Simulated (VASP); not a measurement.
# AlRu (Pm-3m) in VASP: notebook

The runs below take AlRu through electric field gradients, with PBE.

Everything below comes from runs of VASP 6.6.1. Logs are shortened: lines on timing, memory, paths and dates and some standing lists are left out, and cuts for length are marked.

### Step 1. The cell of the first run

Symmetry: Pm-3m, No. 221, cubic system. The conventional cell has a = 3.031 Å, b = 3.031 Å, c = 3.031 Å, α = 90.00°, β = 90.00°, γ = 90.00°. Within 3.5 Å of Al (site symmetry m-3m) lie 8 Ru at 2.62 Å and 6 Al at 3.03 Å. Within 3.5 Å of Ru (site symmetry m-3m) lie 8 Al at 2.62 Å and 6 Ru at 3.03 Å.

### Step 2. Electric field gradients, PBE (volume scaled by 1.04)

Input file INCAR:

```
SYSTEM = AlRu
  PREC = Accurate
  ENCUT = 520
  EDIFF = 1E-8
  ISMEAR = -1
  SIGMA = 0.05
  LREAL = .FALSE.
  LASPH = .TRUE.
  NELM = 60
  ALGO = Normal
  ISIF = 2
  LWAVE = .FALSE.
  LCHARG = .FALSE.
  GGA = PE
  LEFG = .TRUE.
  NBANDS = 16
```

Input file KPOINTS:

```
Automatic mesh
0
G
  12 12 12
  0 0 0
```

Input file POSCAR:

```
AlRu
1.0
    3.0309676725      0.0000000000      0.0000000000
    0.0000000000      3.0309676725      0.0000000000
    0.0000000000      0.0000000000      3.0309676725
Al Ru
1 1
Direct
    0.0000000000      0.0000000000      0.0000000000
    0.5000000000      0.5000000000      0.5000000000
```

Potentials or basis: VASP PAW PBE potentials, release 64 (Al, Ru_pv).

The run is started by

```console
> cat potpaw_PBE.64/Al/POTCAR potpaw_PBE.64/Ru_pv/POTCAR > POTCAR
> mpirun -np 1 vasp_std > vasp.out
```

OUTCAR:

```text
SYSTEM = AlRu
   PREC = Accurate
   ENCUT = 520
   EDIFF = 1E-8
   ISMEAR = -1
   LREAL = .FALSE.
   LASPH = .TRUE.
   NELM = 60
   ISIF = 2
   GGA = PE

 ion  position               nearest neighbor table
   1  0.000  0.000  0.000-   2 2.62   2 2.62   2 2.62   2 2.62   2 2.62   2 2.62   2 2.62   2 2.62

   2  0.500  0.500  0.500-   1 2.62   1 2.62   1 2.62   1 2.62   1 2.62   1 2.62   1 2.62   1 2.62

  LATTYP: Found a simple cubic cell.
 ALAT       =     3.0309676725

  Lattice vectors:

 A1 = (   3.0309676725,   0.0000000000,   0.0000000000)
 A2 = (   0.0000000000,   3.0309676725,   0.0000000000)
 A3 = (   0.0000000000,   0.0000000000,   3.0309676725)

Analysis of symmetry for initial positions (statically):
=====================================================================
 Subroutine PRICEL returns:
 Original cell was already a primitive cell.

 Routine SETGRP: Setting up the symmetry group for a
 simple cubic supercell.

 Subroutine GETGRP returns: Found 48 space group operations
 (whereof 48 operations were pure point group operations)
 out of a pool of 48 trial point group operations.

The static configuration has the point symmetry O_h .

Analysis of symmetry for dynamics (positions and initial velocities):
=====================================================================
 Subroutine PRICEL returns:
 Original cell was already a primitive cell.

 Routine SETGRP: Setting up the symmetry group for a
 simple cubic supercell.

 Subroutine GETGRP returns: Found 48 space group operations
 (whereof 48 operations were pure point group operations)
 out of a pool of 48 trial point group operations.

The dynamic configuration has the point symmetry O_h .

 Subroutine INISYM returns: Found 48 space group operations
 (whereof 48 operations are pure point group operations),
 and found     1 'primitive' translations

----------------------------------------------------------------------------------------

                                     Primitive cell

  volume of cell :      27.8448

  direct lattice vectors                    reciprocal lattice vectors
     3.030967673  0.000000000  0.000000000     0.329927636  0.000000000  0.000000000
     0.000000000  3.030967673  0.000000000     0.000000000  0.329927636  0.000000000
     0.000000000  0.000000000  3.030967673     0.000000000  0.000000000  0.329927636

  length of vectors
     3.030967673  3.030967673  3.030967673     0.329927636  0.329927636  0.329927636

  position of ions in fractional coordinates (direct lattice)
     0.000000000  0.000000000  0.000000000
     0.500000000  0.500000000  0.500000000

  ion indices of the primitive-cell ions
   primitive index   ion index
                 1           1
                 2           2

----------------------------------------------------------------------------------------

 KPOINTS: Automatic mesh

Automatic generation of k-mesh.
 Grid dimensions read from file:
 generate k-points for:   12   12   12

 Generating k-lattice:

  Cartesian coordinates                     Fractional coordinates (reciprocal lattice)
     0.027493970  0.000000000  0.000000000     0.083333333  0.000000000  0.000000000
     0.000000000  0.027493970  0.000000000     0.000000000  0.083333333  0.000000000
     0.000000000  0.000000000  0.027493970     0.000000000  0.000000000  0.083333333

  Length of vectors
     0.027493970  0.027493970  0.027493970

  Shift w.r.t. Gamma in fractional coordinates (k-lattice)
     0.000000000  0.000000000  0.000000000

 Subroutine IBZKPT returns following result:
 ===========================================

 Found     84 irreducible k-points:

 Following reciprocal coordinates:
            Coordinates               Weight
  0.000000  0.000000  0.000000      1.000000
  0.083333  0.000000  0.000000      6.000000
  0.166667  0.000000  0.000000      6.000000
  0.250000  0.000000  0.000000      6.000000
  0.333333  0.000000  0.000000      6.000000
  0.416667  0.000000  0.000000      6.000000
[... 16 lines left out ...]
  0.333333  0.333333  0.000000     12.000000
  0.416667  0.333333  0.000000     24.000000
 [... further k-points ...]
   k-points           NKPTS =     84   k-points in BZ     NKDIM =     84   number of bands    NBANDS=     16
   number of dos      NEDOS =    301   number of ions     NIONS =      2
   total plane-waves  NPLWV =  13824
   dimension x,y,z NGX =    24 NGY =   24 NGZ =   24
   dimension x,y,z NGXF=    48 NGYF=   48 NGZF=   48
   ions per type =               1   1
   NGX,Y,Z   is equivalent  to a cutoff of  13.16, 13.16, 13.16 a.u.
   NGXF,Y,Z  is equivalent  to a cutoff of  26.33, 26.33, 26.33 a.u.
 SYSTEM =  AlRu
   PREC   = accura    normal or accurate (medium, high low for compatibility)
   ISTART =      0    job   : 0-new  1-cont  2-samecut
   ICHARG =      2    charge: 1-file 2-atom 10-const
   ISPIN  =      1    spin polarized calculation?
   LNONCOLLINEAR =      F non collinear calculations
   LSORBIT =      F    spin-orbit coupling
   LASPH  =      T    aspherical Exc in radial PAW
   ENCUT  =  520.0 eV  38.22 Ry    6.18 a.u.   5.64  5.64  5.64*2*pi/ulx,y,z
   NELM   =     60;   NELMIN=  2; NELMDL= -5     # of ELM steps
   EDIFF  = 0.1E-07   stopping-criterion for ELM
   LREAL  =      F    real-space projection
   EDIFFG = 0.1E-06   stopping-criterion for IOM
   NSW    =      0    number of steps for IOM
   IBRION =     -1    ionic relax: 0-MD 1-quasi-New 2-CG
   NFREE  =      0    steps in history (QN), initial steepest desc. (CG)
   ISIF   =      2    stress and relaxation
   ISYM   =      2    0-nonsym 1-usesym 2-fastsym
   POTIM  = 0.5000    time-step for ionic-motion
   TEBEG  =    0.0;   TEEND  =   0.0 temperature during run
   PSTRESS=    0.0 pullay stress
   NELECT =      17.0000    total number of electrons
   NUPDOWN=      -1.0000    fix difference up-down
   EMIN   =  10.00;   EMAX   =-10.00  energy-range for DOS
   EFERMI =   0.00;   METHOD = LEGACY
   ISMEAR =    -1;   SIGMA  =   0.05  broadening in eV -4-tet -1-fermi 0-gaus
   EFERMI_NEDOS =   21; number of points for ismear=-14 and -15
   IALGO  =     38    algorithm
   IMIX   =      4    mixing-type and parameters
     AMIX     =   0.40;   BMIX     =  1.00
     AMIX_MAG =   1.60;   BMIX_MAG =  1.00
  volume/ion in A,a.u.               =      13.92        93.95
  Fermi-wavevector in a.u.,A,eV,Ry     =   1.388811  2.624472 26.242865  1.928796
  Thomas-Fermi vector in A             =   2.512902
   LORBIT       =      0    0 simple, 1 ext, 2 COOP (PROOUT), +10 PAW based schemes
   GGA     = PE    functional components
[... 5 lines left out ...]
 non-spin polarized calculation
  energy-cutoff  :      520.00
  volume of cell :       27.84
 maximum number of plane-waves:       768
 NGX is ok and might be reduce to    24
   NGX = 11   NGY = 11   NGZ = 11

 number of electron      17.0000001 magnetization

 Free energy of the ion-electron system (eV)
  ---------------------------------------------------
  ext. energy  EPLUGINS =         0.00000000
  ---------------------------------------------------
  free energy    TOTEN  =       -14.25869267 eV

  energy without entropy =      -14.24597443  energy(sigma->0) =      -14.25233355

 E-fermi :  10.1596     XC(G=0): -12.3670

 val. band max:       10.1524170732   @ k =   0.4167   0.3333   0.1667
 cond. band min:      10.1720334389   @ k =   0.2500   0.0833   0.0833
 fundamental gap:      0.0196163657
 Fermi energy:        10.1596368731

 k-point     1 :       0.0000    0.0000    0.0000
  band No.  band energies     occupation
      1     -31.5882      2.00000
      2     -31.5882      2.00000
      3     -31.5882      2.00000
      4       0.7261      2.00000
      5       6.8149      2.00000
      6       6.8149      2.00000
[... 8 lines left out ...]
     15      22.2930      0.00000
     16      24.5450      0.00000

 k-point     2 :       0.0833    0.0000    0.0000
  band No.  band energies     occupation
      1     -31.6004      2.00000
      2     -31.5872      2.00000
      3     -31.5872      2.00000
      4       0.8550      2.00000
      5       6.8551      2.00000
      6       6.8592      2.00000
[... 8 lines left out ...]
     15      22.2934      0.00000
     16      24.9722      0.00000
[... 387 lines left out ...]
      5       6.4989      2.00000
      6       8.1029      2.00000
[... 8 lines left out ...]
     15      22.3819      0.00000
     16      24.6722      0.00000

 k-point    24 :       0.4167    0.3333    0.0000
  band No.  band energies     occupation
      1     -31.7397      2.00000
      2     -31.7042      2.00000
      3     -31.5624      2.00000
      4       4.3235      2.00000
      5       6.4161      2.00000
      6       8.3423      2.00000
[... 8 lines left out ...]
     15      22.2947      0.00000
     16      24.9903      0.00000

 [... further k-points ...]
[... 5 lines left out ...]
  --------------------------------------------------------------------------------------
  -------------------------------------------------------------------------------------
  Total       -0.9196271     -0.9196271     -0.9196271      0.0000000      0.0000000      0.0000000
  in kB      -52.9149567    -52.9149567    -52.9149567      0.0000000      0.0000000      0.0000000
  external PRESSURE =     -52.9149567 kB  Pullay stress =       0.0000000 kB

 VOLUME and BASIS-vectors are now :
 -----------------------------------------------------------------------------
  energy-cutoff  :      520.00
  volume of cell :       27.84
      direct lattice vectors                 reciprocal lattice vectors
     3.030967673  0.000000000  0.000000000     0.329927636  0.000000000  0.000000000
     0.000000000  3.030967673  0.000000000     0.000000000  0.329927636  0.000000000
     0.000000000  0.000000000  3.030967673     0.000000000  0.000000000  0.329927636

 POSITION                                       TOTAL-FORCE (eV/Angst)
 -----------------------------------------------------------------------------------
      0.00000      0.00000      0.00000         0.000000      0.000000      0.000000
      1.51548      1.51548      1.51548         0.000000      0.000000      0.000000
 -----------------------------------------------------------------------------------
    total drift:                                0.000000     -0.000000     -0.000000

  FREE ENERGIE OF THE ION-ELECTRON SYSTEM (eV)
  ---------------------------------------------------
  free  energy   TOTEN  =       -14.2586926686 eV

  energy  without entropy=      -14.2459744326  energy(sigma->0) =      -14.25233355

 Electric field gradients (V/A^2)
---------------------------------------------------------------------
 ion       V_xx      V_yy      V_zz      V_xy      V_xz      V_yz
---------------------------------------------------------------------
   1      -0.000    -0.000    -0.000     0.000     0.000     0.000
   2      -0.000    -0.000     0.000    -0.000    -0.000    -0.000
---------------------------------------------------------------------

 Electric field gradients after diagonalization (V/A^2)
 (convention: |V_zz| > |V_xx| > |V_yy|)
----------------------------------------------------------------------
 ion       V_xx      V_yy      V_zz     asymmetry (V_yy - V_xx)/ V_zz
----------------------------------------------------------------------
   1      -0.000    -0.000    -0.000      -0.673
   2      -0.000     0.000    -0.000      -0.858
----------------------------------------------------------------------

           NMR quadrupolar parameters

 Cq : quadrupolar parameter    Cq=e*Q*V_zz/h
 eta: asymmetry parameters     (V_yy - V_xx)/ V_zz
 Q  : nuclear electric quadrupole moment in mb (millibarn)
----------------------------------------------------------------------
 ion       Cq(MHz)       eta       Q (mb)
----------------------------------------------------------------------
   1      -0.000      -0.673       1.000
   2      -0.000      -0.858       1.000
----------------------------------------------------------------------
```

Wall time 11 s (1 thread of Intel Xeon 6975P-C (Granite Rapids), shared host); peak memory 0.16 GiB.

Results:

```yaml
Free_energy: -14.2587 eV
Pressure: -5.3 GPa
```

Caveat: the cell differs from its parent crystal (volume scaled by 1.04); without QUAD_EFG the Cq values of the log hold for a quadrupole moment of 1 mb, not for the nuclei.

### Step 3. Electric field gradients, PBE, non-collinear spin, zero start, spin-orbit coupling

This run uses another cell than the first one, of 13.39 Å³/atom, 0.962 times its volume.

Input file INCAR:

```
PREC     = Accurate       # precision mode
ENCUT    = 520            # plane-wave cutoff, eV
EDIFF    = 1E-8           # SCF threshold, eV
ISMEAR   = -1             # smearing method
SIGMA    = 0.05           # smearing width, eV
LREAL    = F              # projectors in reciprocal space
LASPH    = T              # aspherical terms in the spheres
NELM     = 150            # most SCF steps
ALGO     = Normal         # electronic algorithm
ISIF     = 2              # what is computed and relaxed
LWAVE    = F              # write WAVECAR
LCHARG   = F              # write CHGCAR
MAGMOM   = 0 0 0 0 0 0    # initial moments
LORBIT   = 11             # projections on sites
LSORBIT  = T              # spin-orbit coupling
GGA_COMPAT= F            
LORBMOM  = T            
LMAXMIX  = 4              # l up to which the mixer works
GGA      = PE             # functional
LEFG     = T            
NBANDS   = 29             # bands
```

Input file KPOINTS:

```
regular mesh
0
Gamma
  15 15 15
```

Input file POSCAR:

```
AlRu
1.0
    2.9916000000      0.0000000000      0.0000000000
    0.0000000000      2.9916000000      0.0000000000
    0.0000000000      0.0000000000      2.9916000000
Al Ru
1 1
Direct
    0.0000000000      0.0000000000      0.0000000000
    0.5000000000      0.5000000000      0.5000000000
```

Potentials or basis: VASP PAW PBE potentials, release 64 (Al, Ru_pv).

The run is started by

```console
> cat potpaw_PBE.64/Al/POTCAR potpaw_PBE.64/Ru_pv/POTCAR > POTCAR
> mpirun -np 1 vasp_ncl > vasp.out
```

OUTCAR:

```text
PREC = Accurate
   ENCUT = 520
   EDIFF = 1E-8
   ISMEAR = -1
   LREAL = F
   LASPH = T
   NELM = 150
   ISIF = 2
   LORBIT = 11
   LSORBIT = T
   GGA = PE

 ion  position               nearest neighbor table
   1  0.000  0.000  0.000-   2 2.59   2 2.59   2 2.59   2 2.59   2 2.59   2 2.59   2 2.59   2 2.59

   2  0.500  0.500  0.500-   1 2.59   1 2.59   1 2.59   1 2.59   1 2.59   1 2.59   1 2.59   1 2.59

  LATTYP: Found a simple cubic cell.
 ALAT       =     2.9916000000

  Lattice vectors:

 A1 = (   2.9916000000,   0.0000000000,   0.0000000000)
[... 1090 lines left out ...]
    -0.0019830    -0.0019830    -0.0040242     0.0000000    -0.0013414
    -0.0053656    -0.0013414     0.0000000    -0.0013414     0.0000000
 l=   3
     0.0000000     0.0000000     0.0000000     0.0000000     0.0000000     0.0000000     0.0000000
     0.0000000     0.0000000     0.0000000     0.0000000     0.0000000     0.0000000     0.0000000
     0.0000000     0.0000000     0.0000000     0.0000000     0.0000000     0.0000000     0.0000000
     0.0000000     0.0000000     0.0000000     0.0000000     0.0000000     0.0000000     0.0000000
     0.0000000     0.0000000     0.0000000     0.0000000     0.0000000     0.0000000     0.0000000
     0.0000000     0.0000000     0.0000000     0.0000000     0.0000000     0.0000000     0.0000000
     0.0000000     0.0000000     0.0000000     0.0000000     0.0000000     0.0000000     0.0000000

 total charge

# of ion       s       p       d       tot
------------------------------------------
    1        0.391   0.418   0.000   0.809
    2        0.337   6.246   6.207  12.790
--------------------------------------------------
tot          0.729   6.664   6.207  13.599

 magnetization (x)

# of ion       s       p       d       tot
------------------------------------------
    1       -0.000  -0.000   0.000  -0.000
    2        0.000  -0.000   0.000   0.000
--------------------------------------------------
tot          0.000  -0.000   0.000   0.000

 magnetization (y)

# of ion       s       p       d       tot
------------------------------------------
    1        0.000   0.000   0.000   0.000
    2       -0.000   0.000   0.000  -0.000
--------------------------------------------------
tot         -0.000   0.000   0.000  -0.000

 magnetization (z)

# of ion       s       p       d       tot
------------------------------------------
    1        0.000   0.000   0.000   0.000
    2        0.000   0.000  -0.000  -0.000
--------------------------------------------------
tot          0.000   0.000  -0.000  -0.000
```

stdout:

```text
POSCAR found type information on POSCAR AlRu
 POSCAR found :  2 types and       2 ions
 scaLAPACK will be used
 LDA part: xc-table for (Slater+PW92), standard interpolation
 POSCAR, INCAR and KPOINTS ok, starting setup
 FFT: planning ... GRIDC
 FFT: planning ... GRID_SOFT
 FFT: planning ... GRID
 WAVECAR not read
 entering main loop
ion   1

ion   2
```

Wall time 3.8 min (1 thread of AMD EPYC 7R43 (Zen 3), shared host); peak memory 0.24 GiB.

What came out:

* Free energy: -14.3995 eV
* Pressure: 2.6 GPa
* Net moment: 0.00 μB per cell
* Valence electrons inside the program's atomic spheres: Al 0.81; Ru 12.79

Moments on the atoms (μB; x, y, z):
```
Al  0.00 0.00 0.00
Ru  0.00 0.00 0.00
```

Caveat: without QUAD_EFG the Cq values of the log hold for a quadrupole moment of 1 mb, not for the nuclei.
